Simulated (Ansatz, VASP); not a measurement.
KBr: VASP beside Ansatz

```xyz
2
Lattice="0.0000 3.2925 3.2925 3.2925 0.0000 3.2925 3.2925 3.2925 0.0000" Properties=species:S:1:pos:R:3 pbc="T T T"
K     0.0000    0.0000    0.0000
Br    3.2925    3.2925    3.2925
```

Alike in both runs: task single point; functional PBE; k mesh 6 × 6 × 6; occupations fermi-dirac, width 0.01 eV; non-collinear spin, spin-orbit coupling.

|  | VASP | Ansatz |
| --- | --- | --- |
| version | VASP 6.6.1 | Ansatz 0.2.0 |
| potentials or method | VASP PAW PBE potentials, release 64 (K_sv, Br), cutoff 520 eV | all-electron LAPW |

|  | VASP | Ansatz | Ansatz less VASP |
| --- | --- | --- | --- |
| pressure (GPa) | 0.9 | 0.8 | -0.04 |

Ansatz ran all-electron here, and VASP with PAW potentials.
